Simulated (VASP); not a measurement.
BaHfO3: relaxation of cell and atoms with PBEsol

The system is BaHfO3.

```
Ba Hf O
1.0
     4.20608    0.00000    0.00000
     0.00000    4.20608    0.00000
     0.00000    0.00000    4.20624
Ba Hf O
1 1 3
Direct
  0.50000 0.50000 0.57200
  0.00000 0.00000 0.07200
  0.00000 0.50000 0.07200
  0.50000 0.00000 0.07200
  0.00000 0.00000 0.57200
```

* Program: VASP 6.6.1
* Task: relaxation of cell and atoms
* Functional: PBEsol
* Potentials or basis: VASP PAW PBE potentials, release 64 (Ba_sv, Hf_pv, O)
* Cutoff: 600 eV
* k mesh: 6 × 6 × 6
* Occupations: fermi-dirac, width 0.02 eV
* Spin: no spin polarisation
* Dipole correction: no
* Further INCAR settings: ALGO = Normal; EDIFF = 1e-06; IBRION = 2; EDIFFG = -0.005; NSW = 80; ISIF = 3

```yaml
Relaxed_volume: 14.33 Å³/atom
Relaxed_cell: a = 4.154 Å, b = 4.154 Å, c = 4.154 Å, α = 90.00°, β = 90.00°, γ = 90.00°
Space_group_after_relaxing_to_0.1_Å: Pm-3m (No. 221)
Energy_gained_by_relaxing: 10.8 meV/atom
Ionic_steps: 3
Pressure_after_relaxing: 0.0 GPa
Band_gap_on_the_k_mesh: 3.50 eV (least direct gap 3.70 eV)
```

The path:
```tsv
step	energy change (eV)	largest force (eV/Å)	pressure (GPa)	volume (Å³)
1	0.0000	0.0000	-6.03	74.41
2	0.0244	0.0000	8.46	68.54
3	-0.0541	0.0000	-0.01	71.67
```

Final structure:
```cif
data_structure
_symmetry_space_group_name_H-M 'P 1'
_symmetry_Int_Tables_number 1
_cell_length_a 4.1537
_cell_length_b 4.1537
_cell_length_c 4.1538
_cell_angle_alpha 90.000
_cell_angle_beta 90.000
_cell_angle_gamma 90.000
_cell_volume 71.67
loop_
_atom_site_label
_atom_site_type_symbol
_atom_site_fract_x
_atom_site_fract_y
_atom_site_fract_z
_atom_site_occupancy
Ba1 Ba 0.50000 0.50000 0.57200 1
Hf1 Hf 0.00000 0.00000 0.07200 1
O1 O 0.00000 0.50000 0.07200 1
O2 O 0.50000 0.00000 0.07200 1
O3 O 0.00000 0.00000 0.57200 1
```

Levels at points of the mesh, in eV from the valence-band top:
| k point | band 15 | band 16 | band 17 | band 18 | band 19 | band 20 | band 21 | band 22 | band 23 |
| --- | --- | --- | --- | --- | --- | --- | --- | --- | --- |
| (0.00, 0.00, 0.00) | -1.01 | -1.01 | -0.20 | -0.20 | -0.20 | 3.50 | 3.50 | 3.50 | 4.60 |
| (0.50, 0.00, 0.00) | -1.77 | -1.77 | -1.77 | -0.51 | -0.51 | 4.09 | 6.40 | 6.40 | 6.48 |
| (0.50, 0.50, 0.00) | -2.51 | -1.00 | -0.93 | -0.93 | -0.08 | 6.29 | 6.29 | 6.63 | 6.92 |
| (0.00, 0.00, 0.50) | -1.77 | -1.77 | -1.77 | -0.51 | -0.51 | 4.09 | 6.40 | 6.40 | 6.48 |
| (0.50, 0.00, 0.50) | -2.51 | -0.99 | -0.93 | -0.93 | -0.08 | 6.29 | 6.29 | 6.63 | 6.92 |
| (0.50, 0.50, 0.50) | -2.54 | -2.54 | 0.00 | 0.00 | 0.00 | 6.02 | 6.02 | 6.02 | 7.92 |

Wall time 2 min on 1 thread of Intel(R) Xeon(R) Platinum 8559C (Emerald Rapids) (shared host), peak memory 0.27 GiB.

Caveat: the PAW data sets were made with another functional, which shifts forces and pressure a little; spin-orbit coupling is left out, which moves the levels of the heavy elements. A k mesh can miss the band edges.
